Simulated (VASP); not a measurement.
# Cd (P6/mmm) in VASP: notebook

Runs on Cd. Level: PBE. Tasks: relaxation of cell and atoms.

Everything below comes from runs of VASP 6.6.1. Logs are shortened: lines on timing, memory, paths and dates and some standing lists are left out, and cuts for length are marked.

**1. The cell of the first run**

It takes space group P6/mmm (No. 191, hexagonal). The conventional cell has a = 3.764 Å, b = 3.764 Å, c = 2.334 Å, α = 90.00°, β = 90.00°, γ = 120.00°. Cd (site symmetry 6/mmm) has 14 Cd at 2.33 to 2.47 Å within 3.1 Å. Within 2.9 Å of Cd (site symmetry -6m2) lie 11 Cd at 2.17 to 2.47 Å.

This isn't the form of Cd at room conditions, which is hcp.

**2. Relaxation of cell and atoms, PBE, target pressure 420 GPa, at which the enthalpy is minimised**

INCAR reads:

```
ALGO     = Normal         # electronic algorithm
EDIFF    = 1E-7           # SCF threshold, eV
EDIFFG   = -0.005         # ionic threshold
ENCUT    = 600            # plane-wave cutoff, eV
GGA      = PE             # functional
IBRION   = 2              # ionic algorithm
ISIF     = 3              # what is computed and relaxed
ISMEAR   = -1             # smearing method
LASPH    = T              # aspherical terms in the spheres
LCHARG   = F              # write CHGCAR
LREAL    = F              # projectors in reciprocal space
LWAVE    = F              # write WAVECAR
NELM     = 100            # most SCF steps
NSW      = 60             # ionic steps
PREC     = Accurate       # precision mode
PSTRESS  = 4200.0       
SIGMA    = 0.1            # smearing width, eV
```

KPOINTS reads:

```
k-points
0
Gamma
  10 10 13
```

POSCAR reads:

```
Cd
1.0
    3.7642125116      0.0000000000      0.0000000000
   -1.8821062558      3.2599036602      0.0000000000
    0.0000000000      0.0000000000      2.3338117572
Cd
3
Direct
    0.0000000000      0.0000000000      0.0000000000
    0.3333333333      0.6666666667      0.5000000000
    0.6666666667      0.3333333333      0.5000000000
```

Potentials or basis: VASP PAW PBE potentials, release 64 (Cd).

Command:

```console
$ cat potpaw_PBE.64/Cd/POTCAR > POTCAR
$ mpirun -np 1 vasp_std > vasp.out
```

OUTCAR:

```text
EDIFF = 1E-7
   EDIFFG = -0.005
   ENCUT = 600
   GGA = PE
   IBRION = 2
   ISIF = 3
   ISMEAR = -1
   LASPH = T
   LREAL = F
   NELM = 100
   NSW = 60
   PREC = Accurate
   PSTRESS = 4200.0

 ion  position               nearest neighbor table
   1  0.000  0.000  0.000-   2 2.47   3 2.47   2 2.47   3 2.47   2 2.47   2 2.47   3 2.47   3 2.47
                             3 2.47   3 2.47   2 2.47   2 2.47
   2  0.333  0.667  0.500-   3 2.17   3 2.17   3 2.17   1 2.47   1 2.47   1 2.47   1 2.47   1 2.47
                             1 2.47   3 3.19   3 3.19   3 3.19   3 3.19   3 3.19   3 3.19
   3  0.667  0.333  0.500-   2 2.17   2 2.17   2 2.17   1 2.47   1 2.47   1 2.47   1 2.47   1 2.47
                             1 2.47   2 3.19   2 3.19   2 3.19   2 3.19   2 3.19   2 3.19

  LATTYP: Found a hexagonal cell.
 ALAT       =     3.7642125116
 C/A-ratio  =     0.6200000000

  Lattice vectors:

 A1 = (   3.7642125116,   0.0000000000,   0.0000000000)
 A2 = (  -1.8821062558,   3.2599036602,   0.0000000000)
 A3 = (   0.0000000000,   0.0000000000,   2.3338117572)

Analysis of symmetry for initial positions (statically):
=====================================================================
 Subroutine PRICEL returns:
 Original cell was already a primitive cell.

 Routine SETGRP: Setting up the symmetry group for a
 hexagonal supercell.

 Subroutine GETGRP returns: Found 24 space group operations
 (whereof 24 operations were pure point group operations)
 out of a pool of 24 trial point group operations.

The static configuration has the point symmetry D_6h.

Analysis of symmetry for dynamics (positions and initial velocities):
=====================================================================
 Subroutine PRICEL returns:
 Original cell was already a primitive cell.

 Routine SETGRP: Setting up the symmetry group for a
 hexagonal supercell.

 Subroutine GETGRP returns: Found 24 space group operations
 (whereof 24 operations were pure point group operations)
 out of a pool of 24 trial point group operations.

The dynamic configuration has the point symmetry D_6h.

 Subroutine INISYM returns: Found 24 space group operations
 (whereof 24 operations are pure point group operations),
 and found     1 'primitive' translations

----------------------------------------------------------------------------------------

                                     Primitive cell

  volume of cell :      28.6381

  direct lattice vectors                    reciprocal lattice vectors
     3.764212512  0.000000000  0.000000000     0.265659815  0.153378766  0.000000000
    -1.882106256  3.259903660  0.000000000     0.000000000  0.306757532  0.000000000
     0.000000000  0.000000000  2.333811757     0.000000000  0.000000000  0.428483573

  length of vectors
     3.764212512  3.764212512  2.333811757     0.306757532  0.306757532  0.428483573

  position of ions in fractional coordinates (direct lattice)
     0.000000000  0.000000000  0.000000000
     0.333333333  0.666666667  0.500000000
     0.666666667  0.333333333  0.500000000

  ion indices of the primitive-cell ions
   primitive index   ion index
                 1           1
                 2           2
                 3           3

----------------------------------------------------------------------------------------

 KPOINTS: k-points

Automatic generation of k-mesh.
 Grid dimensions read from file:
 generate k-points for:   10   10   13

 Generating k-lattice:

  Cartesian coordinates                     Fractional coordinates (reciprocal lattice)
     0.026565982  0.015337877  0.000000000     0.100000000  0.000000000  0.000000000
     0.000000000  0.030675753  0.000000000     0.000000000  0.100000000  0.000000000
     0.000000000  0.000000000  0.032960275     0.000000000  0.000000000  0.076923077

  Length of vectors
     0.030675753  0.030675753  0.032960275

  Shift w.r.t. Gamma in fractional coordinates (k-lattice)
     0.000000000  0.000000000  0.000000000

 Subroutine IBZKPT returns following result:
 ===========================================

 Found     98 irreducible k-points:

 Following reciprocal coordinates:
            Coordinates               Weight
  0.000000  0.000000  0.000000      1.000000
  0.100000  0.000000  0.000000      6.000000
  0.200000  0.000000  0.000000      6.000000
  0.300000  0.000000  0.000000      6.000000
  0.400000  0.000000  0.000000      6.000000
  0.500000  0.000000  0.000000      3.000000
[... 16 lines left out ...]
  0.300000  0.100000  0.076923     24.000000
  0.400000  0.100000  0.076923     24.000000
 [... further k-points ...]
   k-points           NKPTS =     98   k-points in BZ     NKDIM =     98   number of bands    NBANDS=     22
   number of dos      NEDOS =    301   number of ions     NIONS =      3
   total plane-waves  NPLWV =  18000
   dimension x,y,z NGX =    30 NGY =   30 NGZ =   20
   dimension x,y,z NGXF=    60 NGYF=   60 NGZF=   40
   ions per type =               3
   NGX,Y,Z   is equivalent  to a cutoff of  13.25, 13.25, 14.25 a.u.
   NGXF,Y,Z  is equivalent  to a cutoff of  26.50, 26.50, 28.49 a.u.
 SYSTEM =  unknown system
   PREC   = accura    normal or accurate (medium, high low for compatibility)
   ISTART =      0    job   : 0-new  1-cont  2-samecut
   ICHARG =      2    charge: 1-file 2-atom 10-const
   ISPIN  =      1    spin polarized calculation?
   LNONCOLLINEAR =      F non collinear calculations
   LSORBIT =      F    spin-orbit coupling
   LASPH  =      T    aspherical Exc in radial PAW
   ENCUT  =  600.0 eV  44.10 Ry    6.64 a.u.   7.52  7.52  4.66*2*pi/ulx,y,z
   NELM   =    100;   NELMIN=  2; NELMDL= -5     # of ELM steps
   EDIFF  = 0.1E-06   stopping-criterion for ELM
   LREAL  =      F    real-space projection
   EDIFFG = -.5E-02   stopping-criterion for IOM
   NSW    =     60    number of steps for IOM
   IBRION =      2    ionic relax: 0-MD 1-quasi-New 2-CG
   NFREE  =      1    steps in history (QN), initial steepest desc. (CG)
   ISIF   =      3    stress and relaxation
   ISYM   =      2    0-nonsym 1-usesym 2-fastsym
   POTIM  = 0.5000    time-step for ionic-motion
   TEBEG  =    0.0;   TEEND  =   0.0 temperature during run
   PSTRESS= 4200.0 pullay stress
   NELECT =      36.0000    total number of electrons
   NUPDOWN=      -1.0000    fix difference up-down
   EMIN   =  10.00;   EMAX   =-10.00  energy-range for DOS
   EFERMI =   0.00;   METHOD = LEGACY
   ISMEAR =    -1;   SIGMA  =   0.10  broadening in eV -4-tet -1-fermi 0-gaus
   EFERMI_NEDOS =   21; number of points for ismear=-14 and -15
   IALGO  =     38    algorithm
   IMIX   =      4    mixing-type and parameters
     AMIX     =   0.40;   BMIX     =  1.00
     AMIX_MAG =   1.60;   BMIX_MAG =  1.00
  volume/ion in A,a.u.               =       9.55        64.42
  Fermi-wavevector in a.u.,A,eV,Ry     =   1.766827  3.338819 42.473015  3.121679
  Thomas-Fermi vector in A             =   2.834333
   LORBIT       =      0    0 simple, 1 ext, 2 COOP (PROOUT), +10 PAW based schemes
   GGA     = PE    functional components
   LHFCALC =     F    Hartree Fock is set to
   AEXX    =    0.0000 exact exchange contribution
   IVDW    =     0    specifies the selected vdW correction
   LEPSILON=     F    determine dielectric tensor
   LRPA    =     F    only Hartree local field effects (RPA)
 conjugate gradient relaxation of ions
 non-spin polarized calculation
  energy-cutoff  :      600.00
  volume of cell :       28.64
 maximum number of plane-waves:       971
   NGX = 15   NGY = 15   NGZ =  9

--------------------------------------- Ionic step        1  -------------------------------------------

 number of electron      35.9999990 magnetization

 Free energy of the ion-electron system (eV)
  ---------------------------------------------------
  ext. energy  EPLUGINS =         0.00000000
  ---------------------------------------------------
  free energy    TOTEN  =        21.23521680 eV

  energy without entropy =       21.25337506  energy(sigma->0) =       21.24429593

------------------------ aborting loop because EDIFF is reached ----------------------------------------

  FORCE on cell =-STRESS in cart. coord.  units (eV):
  Direction    XX          YY          ZZ          XY          YZ          ZX
  --------------------------------------------------------------------------------------
  -------------------------------------------------------------------------------------
  Total       85.0086357     85.0086356     76.7316753     -0.0000000      0.0000000      0.0000000
  in kB     4755.8582907   4755.8582905   4292.7988614     -0.0000000      0.0000000      0.0000000
  external PRESSURE =     401.5051475 kB  Pullay stress =    4200.0000000 kB
[... 24 lines left out ...]
  enthalpy is  TOTEN    =        96.3081579812 eV   P V=       75.0729411827

--------------------------------------- Ionic step        2  -------------------------------------------

 number of electron      35.9999987 magnetization

 E-fermi :   8.5973     XC(G=0): -13.9201

 val. band max:        8.5936890628   @ k =   0.2000   0.2000   0.4615
 cond. band min:       8.6329647965   @ k =   0.3000   0.1000   0.0769
 fundamental gap:      0.0392757337
 Fermi energy:         8.5973343763

 k-point     1 :       0.0000    0.0000    0.0000
  band No.  band energies     occupation
      1      -5.8974      2.00000
      2      -5.7532      2.00000
      3      -4.8529      2.00000
      4      -4.6837      2.00000
      5      -3.7235      2.00000
      6      -3.7235      2.00000
[... 660 lines left out ...]
  FREE ENERGIE OF THE ION-ELECTRON SYSTEM (eV)
  ---------------------------------------------------
  free  energy   TOTEN  =        18.4299173332 eV

  energy  without entropy=       18.4481026219  energy(sigma->0) =       18.43900998

  enthalpy is  TOTEN    =        96.1918415849 eV   P V=       77.7619242517

[... ionic steps 4 to 12 ...]

--------------------------------------- Ionic step       13  -------------------------------------------

 number of electron      36.0000005 magnetization

------------------------ aborting loop because EDIFF is reached ----------------------------------------

  FORCE on cell =-STRESS in cart. coord.  units (eV):
  Direction    XX          YY          ZZ          XY          YZ          ZX
  --------------------------------------------------------------------------------------
  -------------------------------------------------------------------------------------
  Total       76.8204929     76.8204929     76.8111940      0.0000000      0.0000000      0.0000000
  in kB     4202.1512002   4202.1511993   4201.6425421      0.0000000      0.0000000      0.0000000
  external PRESSURE =       1.9816472 kB  Pullay stress =    4200.0000000 kB
[... 63 lines left out ...]
  enthalpy is  TOTEN    =        96.1453823571 eV   P V=       76.7833893266

--------------------------------------- Ionic step       15  -------------------------------------------

 number of electron      36.0000006 magnetization

 Free energy of the ion-electron system (eV)
  ---------------------------------------------------
  ext. energy  EPLUGINS =         0.00000000
  ---------------------------------------------------
  free energy    TOTEN  =        19.35328648 eV

  energy without entropy =       19.37543949  energy(sigma->0) =       19.36436298

 E-fermi :  14.7044     XC(G=0): -15.9500

 val. band max:       14.6903528681   @ k =   0.3000   0.3000   0.4615
 cond. band min:      14.7835468550   @ k =   0.4000   0.0000   0.3846
 fundamental gap:      0.0931939870
 Fermi energy:        14.7043972693

 k-point     1 :       0.0000    0.0000    0.0000
  band No.  band energies     occupation
      1      -5.1989      2.00000
      2      -4.6972      2.00000
      3      -2.2527      2.00000
      4      -2.1710      2.00000
      5      -1.8854      2.00000
      6      -1.8854      2.00000
[... 621 lines left out ...]
  FREE ENERGIE OF THE ION-ELECTRON SYSTEM (eV)
  ---------------------------------------------------
  free  energy   TOTEN  =        19.3532864793 eV

  energy  without entropy=       19.3754394898  energy(sigma->0) =       19.36436298

  enthalpy is  TOTEN    =        96.1453816101 eV   P V=       76.7920951308

 reached required accuracy - stopping structural energy minimisation
```

Wall time 7.3 min (1 thread of Oxide Virtual Turin-like, shared host); peak memory 0.17 GiB.

What came out:

- Free energy: 19.3533 eV
- Relaxed volume: 9.76 Å³/atom
- Relaxed cell: a = 3.832 Å, b = 3.832 Å, c = 2.304 Å, α = 90.00°, β = 90.00°, γ = 120.00°
- Space group after relaxing (to 0.1 Å): P6/mmm (No. 191)
- Energy change on relaxing (the run minimises the enthalpy): -627.3 meV/atom
- Ionic steps: 15
- Pressure after relaxing: 420.0 GPa
- Band gap on the k mesh: zero (bands 18 and 19 overlap by 3.39 eV)

The path:
```tsv
step	energy change (eV)	largest force (eV/Å)	pressure (GPa)	volume (Å³)
1	0.0000	0.0000	460.15	28.64
2	-16.6802	0.0000	124.43	39.55
3	-2.8053	0.0000	400.60	29.66
4	-2.2343	0.0000	412.64	29.44
5	-0.2532	0.0000	452.62	28.80
6	-1.8501	0.0000	420.61	29.28
7	-1.8697	0.0000	420.23	29.29
8	-1.8779	0.0000	420.06	29.29
9	-1.9218	0.0000	419.11	29.31
10	-1.8859	0.0000	419.89	29.30
11	-1.8793	0.0000	420.02	29.29
12	-1.8765	0.0000	420.10	29.29
13	-1.8710	0.0000	420.20	29.29
14	-1.8732	0.0000	420.15	29.29
15	-1.8819	0.0000	419.96	29.29
```

Final structure:
```
Cd
1.0
     3.83174    0.00000    0.00000
    -1.91587    3.31839    0.00000
     0.00000    0.00000    2.30385
Cd
3
Direct
  0.00000 0.00000 0.00000
  0.33333 0.66667 0.50000
  0.66667 0.33333 0.50000
```

Caveat: the cell is relaxed towards a set pressure, so the run minimises the enthalpy, not the energy.

**3. Relaxation of cell and atoms, PBE, target pressure 420 GPa, at which the enthalpy is minimised**

This run uses another cell than the first one, of 9.64 Å³/atom.

INCAR reads:

```
SYSTEM = Cd
ALGO = Normal ; EDIFF = 1E-6
EDIFFG = -0.005 ; ENCUT = 600
GGA = PE ; IBRION = 2
ISIF = 3 ; ISMEAR = -1
LASPH = .TRUE. ; LCHARG = .FALSE.
LREAL = .FALSE. ; LWAVE = .FALSE.
NELM = 100 ; NSW = 32
PREC = Accurate ; PSTRESS = 4200.0
SIGMA = 0.1
```

KPOINTS reads:

```
k-points
0
G
  10 10 13
  0 0 0
```

POSCAR reads:

```
Cd
1.0
    3.8151888144      0.0000000000      0.0000000000
   -1.9075944072      3.3040504335      0.0000000000
    0.0000000000      0.0000000000      2.2946239571
Cd
3
Direct
    0.0000000000      0.0000000000      0.0000000000
    0.3333333333      0.6666666667      0.5000000000
    0.6666666667      0.3333333333      0.5000000000
```

Potentials or basis: VASP PAW PBE potentials, release 64 (Cd).

Command:

```console
$ cat potpaw_PBE.64/Cd/POTCAR > POTCAR
$ mpirun -np 1 vasp_std > vasp.out
```

It took 7.1 min on 1 thread of Oxide Virtual Turin-like, shared host; peak memory 0.16 GiB.

It converged, with:

| Quantity | Value |
| --- | --- |
| Free energy | 19.3552 eV |
| Relaxed volume | 9.76 Å³/atom |
| Relaxed cell | a = 3.832 Å, b = 3.832 Å, c = 2.304 Å, α = 90.00°, β = 90.00°, γ = 120.00° |
| Space group after relaxing (to 0.1 Å) | P6/mmm (No. 191) |
| Energy change on relaxing (the run minimises the enthalpy) | -329.5 meV/atom |
| Ionic steps | 9 |
| Pressure after relaxing | 420.1 GPa |
| Band gap on the k mesh | zero (bands 18 and 19 overlap by 3.39 eV) |

The path:
| step | energy change (eV) | largest force (eV/Å) | pressure (GPa) | volume (Å³) |
| --- | --- | --- | --- | --- |
| 1 | 0.0000 | 0.0000 | 441.04 | 28.93 |
| 2 | -11.0243 | 0.0000 | 216.71 | 34.55 |
| 3 | -1.0923 | 0.0000 | 417.82 | 29.33 |
| 4 | -0.9904 | 0.0000 | 419.97 | 29.29 |
| 5 | -0.9710 | 0.0000 | 420.38 | 29.29 |
| 6 | -0.9743 | 0.0000 | 420.30 | 29.29 |
| 7 | -0.9724 | 0.0000 | 420.34 | 29.29 |
| 8 | -0.9849 | 0.0000 | 420.07 | 29.29 |
| 9 | -0.9884 | 0.0000 | 420.05 | 29.29 |

Final structure:
```
Cd
1.0
     3.83171    0.00000    0.00000
    -1.91585    3.31835    0.00000
     0.00000    0.00000    2.30382
Cd
3
Cartesian
  0.0000 0.0000 0.0000
  0.0000 2.2122 1.1519
  1.9159 1.1061 1.1519
```

Levels at points of the mesh, in eV from the Fermi level:
```csv
k point,band 16,band 17,band 18,band 19,band 20,band 21
"(0.00, 0.00, 0.00)",-12.15,-0.61,-0.61,-0.61,-0.61,1.65
"(0.50, 0.00, 0.00)",-12.04,-11.88,-8.70,0.18,9.24,10.44
```

Caveat: the cell is relaxed towards a set pressure, so the run minimises the enthalpy, not the energy.

The gap in the log of VASP goes by the Fermi energy; the results here count the filled bands.